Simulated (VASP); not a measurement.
# Ti (P6_3/mmc) in VASP: a series of runs, part 2 of 2

VASP 6.6.1. Earlier steps stand in the parts before.

### Step 3. Single point, PBEsol

INCAR

```
PREC     = Accurate       # precision mode
ENCUT    = 520            # plane-wave cutoff, eV
EDIFF    = 1E-6           # SCF threshold, eV
ISMEAR   = -1             # smearing method
SIGMA    = 0.05           # smearing width, eV
LREAL    = F              # projectors in reciprocal space
LASPH    = T              # aspherical terms in the spheres
NELM     = 100            # most SCF steps
ALGO     = Normal         # electronic algorithm
ISIF     = 2              # what is computed and relaxed
LWAVE    = F              # write WAVECAR
LCHARG   = T              # write CHGCAR
GGA      = PS             # functional
LELF     = T              # ELF
LVHAR    = T            
NBANDS   = 19             # bands
```

KPOINTS

```
Automatic mesh
0
Gamma
  16 16 9
```

POSCAR

```
Ti
1.0
    2.8104678072      0.0000000000      0.0000000000
   -1.4052339036      2.4339365175      0.0000000000
    0.0000000000      0.0000000000      4.4567866128
Ti
2
Direct
    0.3333333333      0.6666666667      0.2500000000
    0.6666666667      0.3333333333      0.7500000000
```

Potentials or basis: VASP PAW PBE potentials, release 64 (Ti_sv).

Command:

```sh
$ cat potpaw_PBE.64/Ti_sv/POTCAR > POTCAR
$ mpirun -np 1 vasp_std > vasp.out
```

OUTCAR:

```text
PREC = Accurate
   ENCUT = 520
   EDIFF = 1E-6
   ISMEAR = -1
   LREAL = F
   LASPH = T
   NELM = 100
   ISIF = 2
   GGA = PS

 ion  position               nearest neighbor table
   1  0.333  0.667  0.250-   2 2.76   2 2.76   2 2.76   2 2.76   2 2.76   2 2.76
   2  0.667  0.333  0.750-   1 2.76   1 2.76   1 2.76   1 2.76   1 2.76   1 2.76

  LATTYP: Found a hexagonal cell.
 ALAT       =     2.8104678072
 C/A-ratio  =     1.5857810580

  Lattice vectors:

 A1 = (   2.8104678072,   0.0000000000,   0.0000000000)
 A2 = (  -1.4052339036,   2.4339365175,   0.0000000000)
 A3 = (   0.0000000000,   0.0000000000,   4.4567866128)

Analysis of symmetry for initial positions (statically):
=====================================================================
 Subroutine PRICEL returns:
 Original cell was already a primitive cell.

 Routine SETGRP: Setting up the symmetry group for a
 hexagonal supercell.

 Subroutine GETGRP returns: Found 24 space group operations
 (whereof 12 operations were pure point group operations)
 out of a pool of 24 trial point group operations.

The static configuration has the point symmetry D_3d.
 The point group associated with its full space group is D_6h.

Analysis of symmetry for dynamics (positions and initial velocities):
=====================================================================
 Subroutine PRICEL returns:
 Original cell was already a primitive cell.

 Routine SETGRP: Setting up the symmetry group for a
 hexagonal supercell.

 Subroutine GETGRP returns: Found 24 space group operations
 (whereof 12 operations were pure point group operations)
 out of a pool of 24 trial point group operations.

The dynamic configuration has the point symmetry D_3d.
 The point group associated with its full space group is D_6h.

 Subroutine INISYM returns: Found 24 space group operations
 (whereof 12 operations are pure point group operations),
 and found     1 'primitive' translations

----------------------------------------------------------------------------------------

                                     Primitive cell

  volume of cell :      30.4866

  direct lattice vectors                    reciprocal lattice vectors
     2.810467807  0.000000000  0.000000000     0.355812651  0.205428530  0.000000000
    -1.405233904  2.433936517  0.000000000     0.000000000  0.410857059  0.000000000
     0.000000000  0.000000000  4.456786613     0.000000000  0.000000000  0.224376908

  length of vectors
     2.810467807  2.810467807  4.456786613     0.410857059  0.410857059  0.224376908

  position of ions in fractional coordinates (direct lattice)
     0.333333333  0.666666667  0.250000000
     0.666666667  0.333333333  0.750000000

  ion indices of the primitive-cell ions
   primitive index   ion index
                 1           1
                 2           2

----------------------------------------------------------------------------------------

 KPOINTS: Automatic mesh

Automatic generation of k-mesh.
 Grid dimensions read from file:
 generate k-points for:   16   16    9

 Generating k-lattice:

  Cartesian coordinates                     Fractional coordinates (reciprocal lattice)
     0.022238291  0.012839283  0.000000000     0.062500000  0.000000000  0.000000000
     0.000000000  0.025678566  0.000000000     0.000000000  0.062500000  0.000000000
     0.000000000  0.000000000  0.024930768     0.000000000  0.000000000  0.111111111

  Length of vectors
     0.025678566  0.025678566  0.024930768

  Shift w.r.t. Gamma in fractional coordinates (k-lattice)
     0.000000000  0.000000000  0.000000000

 Subroutine IBZKPT returns following result:
 ===========================================

 Found    150 irreducible k-points:

 Following reciprocal coordinates:
            Coordinates               Weight
  0.000000  0.000000  0.000000      1.000000
  0.062500  0.000000  0.000000      6.000000
  0.125000  0.000000  0.000000      6.000000
  0.187500 -0.000000  0.000000      6.000000
  0.250000  0.000000  0.000000      6.000000
  0.312500  0.000000  0.000000      6.000000
[... 16 lines left out ...]
  0.187500  0.187500  0.000000      6.000000
  0.250000  0.187500  0.000000     12.000000
 [... further k-points ...]
   k-points           NKPTS =    150   k-points in BZ     NKDIM =    150   number of bands    NBANDS=     19
   number of dos      NEDOS =    301   number of ions     NIONS =      2
   total plane-waves  NPLWV =  20736
   dimension x,y,z NGX =    24 NGY =   24 NGZ =   36
   dimension x,y,z NGXF=    48 NGYF=   48 NGZF=   72
   ions per type =               2
   NGX,Y,Z   is equivalent  to a cutoff of  14.20, 14.20, 13.43 a.u.
   NGXF,Y,Z  is equivalent  to a cutoff of  28.39, 28.39, 26.86 a.u.
 SYSTEM =  unknown system
   PREC   = accura    normal or accurate (medium, high low for compatibility)
   ISTART =      0    job   : 0-new  1-cont  2-samecut
   ICHARG =      2    charge: 1-file 2-atom 10-const
   ISPIN  =      1    spin polarized calculation?
   LNONCOLLINEAR =      F non collinear calculations
   LSORBIT =      F    spin-orbit coupling
   LASPH  =      T    aspherical Exc in radial PAW
   ENCUT  =  520.0 eV  38.22 Ry    6.18 a.u.   5.23  5.23  8.29*2*pi/ulx,y,z
   NELM   =    100;   NELMIN=  2; NELMDL= -5     # of ELM steps
   EDIFF  = 0.1E-05   stopping-criterion for ELM
   LREAL  =      F    real-space projection
   EDIFFG = 0.1E-04   stopping-criterion for IOM
   NSW    =      0    number of steps for IOM
   IBRION =     -1    ionic relax: 0-MD 1-quasi-New 2-CG
   NFREE  =      0    steps in history (QN), initial steepest desc. (CG)
   ISIF   =      2    stress and relaxation
   ISYM   =      2    0-nonsym 1-usesym 2-fastsym
   POTIM  = 0.5000    time-step for ionic-motion
   TEBEG  =    0.0;   TEEND  =   0.0 temperature during run
   PSTRESS=    0.0 pullay stress
   NELECT =      24.0000    total number of electrons
   NUPDOWN=      -1.0000    fix difference up-down
   EMIN   =  10.00;   EMAX   =-10.00  energy-range for DOS
   EFERMI =   0.00;   METHOD = LEGACY
   ISMEAR =    -1;   SIGMA  =   0.05  broadening in eV -4-tet -1-fermi 0-gaus
   EFERMI_NEDOS =   21; number of points for ismear=-14 and -15
   IALGO  =     38    algorithm
   IMIX   =      4    mixing-type and parameters
     AMIX     =   0.40;   BMIX     =  1.00
     AMIX_MAG =   1.60;   BMIX_MAG =  1.00
  volume/ion in A,a.u.               =      15.24       102.87
  Fermi-wavevector in a.u.,A,eV,Ry     =   1.511618  2.856544 31.089156  2.284989
  Thomas-Fermi vector in A             =   2.621651
   LORBIT       =      0    0 simple, 1 ext, 2 COOP (PROOUT), +10 PAW based schemes
   GGA     = PS    functional components
   LHFCALC =     F    Hartree Fock is set to
   AEXX    =    0.0000 exact exchange contribution
   IVDW    =     0    specifies the selected vdW correction
   LEPSILON=     F    determine dielectric tensor
   LRPA    =     F    only Hartree local field effects (RPA)
 non-spin polarized calculation
  energy-cutoff  :      520.00
  volume of cell :       30.49
 maximum number of plane-waves:       834
 NGX is ok and might be reduce to    24
   NGX = 11   NGY = 11   NGZ = 17

 number of electron      23.9999996 magnetization

 Free energy of the ion-electron system (eV)
  ---------------------------------------------------
  ext. energy  EPLUGINS =         0.00000000
  ---------------------------------------------------
  free energy    TOTEN  =       -16.58134749 eV

  energy without entropy =      -16.56624778  energy(sigma->0) =      -16.57379764

 E-fermi :   9.6551     XC(G=0): -12.2742

 val. band max:        9.6541396741   @ k =   0.2500   0.1875   0.4444
 cond. band min:       9.6562217332   @ k =   0.3125   0.1875   0.3333
 fundamental gap:      0.0020820590
 Fermi energy:         9.6550827145

 k-point     1 :       0.0000    0.0000    0.0000
  band No.  band energies     occupation
      1     -46.7721      2.00000
      2     -46.5387      2.00000
      3     -23.6355      2.00000
      4     -22.6705      2.00000
      5     -22.6705      2.00000
      6     -22.5521      2.00000
[... 11 lines left out ...]
     18      11.5159      0.00000
     19      13.3449      0.00000

 k-point     2 :       0.0625    0.0000    0.0000
  band No.  band energies     occupation
      1     -46.7655      2.00000
      2     -46.5360      2.00000
      3     -23.6222      2.00000
      4     -22.6983      2.00000
      5     -22.6798      2.00000
      6     -22.5575      2.00000
[... 476 lines left out ...]
 k-point    24 :       0.2500    0.1875    0.0000
  band No.  band energies     occupation
      1     -46.5997      2.00000
      2     -46.4921      2.00000
      3     -23.2493      2.00000
      4     -23.2132      2.00000
      5     -23.1371      2.00000
      6     -22.8871      2.00000
[... 11 lines left out ...]
     18      13.6407      0.00000
     19      14.0431      0.00000

 [... further k-points ...]
[... 5 lines left out ...]
  --------------------------------------------------------------------------------------
  -------------------------------------------------------------------------------------
  Total        2.3931674      2.3931674      2.3968225      0.0000000      0.0000000      0.0000000
  in kB      125.7691018    125.7691018    125.9611887      0.0000000      0.0000000      0.0000000
  external PRESSURE =     125.8331308 kB  Pullay stress =       0.0000000 kB

 VOLUME and BASIS-vectors are now :
 -----------------------------------------------------------------------------
  energy-cutoff  :      520.00
  volume of cell :       30.49
      direct lattice vectors                 reciprocal lattice vectors
     2.810467807  0.000000000  0.000000000     0.355812651  0.205428530  0.000000000
    -1.405233904  2.433936517  0.000000000     0.000000000  0.410857059  0.000000000
     0.000000000  0.000000000  4.456786613     0.000000000  0.000000000  0.224376908

 POSITION                                       TOTAL-FORCE (eV/Angst)
 -----------------------------------------------------------------------------------
     -0.00000      1.62262      1.11420         0.000000     -0.000000      0.000000
      1.40523      0.81131      3.34259        -0.000000      0.000000      0.000000
 -----------------------------------------------------------------------------------
    total drift:                               -0.000000      0.000000     -0.000000

  FREE ENERGIE OF THE ION-ELECTRON SYSTEM (eV)
  ---------------------------------------------------
  free  energy   TOTEN  =       -16.5813474948 eV

  energy  without entropy=      -16.5662477823  energy(sigma->0) =      -16.57379764
```

Run time: 32 s. Hardware: 1 thread of Intel Xeon 6975P-C (Granite Rapids), shared host; peak memory 0.2 GiB.

What came out:

| Property | Result |
| --- | --- |
| Free energy | -16.5813 eV |
| Pressure | 12.6 GPa |
| Band gap on the k mesh | zero (band 12 reaches 10.56 eV, above the bottom of band 13 at 9.39 eV) |

Levels at points of the mesh, in eV from the Fermi level:
```tsv
k point	band 8	band 9	band 10	band 11	band 12	band 13	band 14	band 15	band 16	band 17
(0.00, 0.00, 0.00)	-32.18	-6.49	-3.04	0.84	0.84	0.98	1.20	1.44	1.44	1.86
(0.50, 0.00, 0.00)	-32.28	-2.58	-2.52	-2.22	-0.44	0.49	0.75	1.38	3.95	4.21
```

Caveat: the PAW data sets were made with another functional, which shifts forces and pressure a little.

### Step 4. Relaxation of cell and atoms, PBEsol, target pressure 13 GPa, at which the enthalpy is minimised

This run uses another cell than the first one, of 15.12 Å³/atom, 0.992 times its volume.

INCAR

```
SYSTEM = Ti
ALGO = Normal ; EDIFF = 1E-6
EDIFFG = -0.005 ; ENCUT = 600
GGA = PS ; IBRION = 2
ISIF = 3 ; ISMEAR = -1
LASPH = .TRUE. ; LCHARG = .FALSE.
LREAL = .FALSE. ; LWAVE = .FALSE.
NELM = 80 ; NSW = 60
PREC = Accurate ; PSTRESS = 130.0
SIGMA = 0.05
```

KPOINTS

```
k-points
0
G
  16 16 9
  0 0 0
```

POSCAR

```
Ti
1.0
    2.7827671050      0.0000000000      0.0000000000
   -1.3913835525      2.4099470058      0.0000000000
    0.0000000000      0.0000000000      4.5080827102
Ti
2
Direct
    0.3333333333      0.6666666667      0.2500000000
    0.6666666667      0.3333333333      0.7500000000
```

Command:

```sh
$ cat potpaw_PBE.64/Ti_sv/POTCAR > POTCAR
$ mpirun -np 1 vasp_std > vasp.out
```

Run time: 88 s. Hardware: 1 thread of Intel Xeon 6975P-C (Granite Rapids), shared host; peak memory 0.21 GiB.

Results (log left out):

```yaml
Free_energy: -16.5738 eV
Relaxed_volume: 15.20 Å³/atom
Relaxed_cell: a = 2.808 Å, b = 2.808 Å, c = 4.453 Å, α = 90.00°, β = 90.00°, γ = 120.00°
Space_group_after_relaxing_to_0.05_Å: P6_3/mmc (No. 194)
Energy_change_on_relaxing_the_enthalpy_is_what_falls: -8.8 meV/atom
Ionic_steps: 5
Pressure_after_relaxing: 13.0 GPa
Band_gap_on_the_k_mesh: zero (band 12 reaches 10.60 eV, above the bottom of band 13 at 9.43 eV)
```

The path:
```
step  energy change (eV)  largest force (eV/Å)  pressure (GPa)  volume (Å³)
   1              0.0000                0.0000           13.80        30.23
   2             -0.0299                0.0000           12.01        30.56
   3             -0.0290                0.0000           12.00        30.55
   4             -0.0121                0.0000           13.41        30.33
   5             -0.0176                0.0000           12.98        30.40
```

Final structure:
```yaml
crystal:
  lattice:
    - [2.80772, 0.00000, 0.00000]
    - [-1.40386, 2.43156, 0.00000]
    - [0.00000, 0.00000, 4.45261]
  atoms:
    - { symbol: Ti, position: [0.33333, 0.66667, 0.25000] }
    - { symbol: Ti, position: [0.66667, 0.33333, 0.75000] }
```

Levels at points of the mesh, in eV from the Fermi level:
| k point | band 10 | band 11 | band 12 | band 13 | band 14 | band 15 |
| --- | --- | --- | --- | --- | --- | --- |
| (0.00, 0.00, 0.00) | -3.04 | 0.84 | 0.84 | 0.98 | 1.21 | 1.44 |
| (0.50, 0.00, 0.00) | -2.52 | -2.23 | -0.43 | 0.49 | 0.75 | 1.38 |

Caveat: the cell is relaxed towards a set pressure, so the enthalpy falls and the energy may rise; the PAW data sets were made with another functional, which shifts forces and pressure a little.
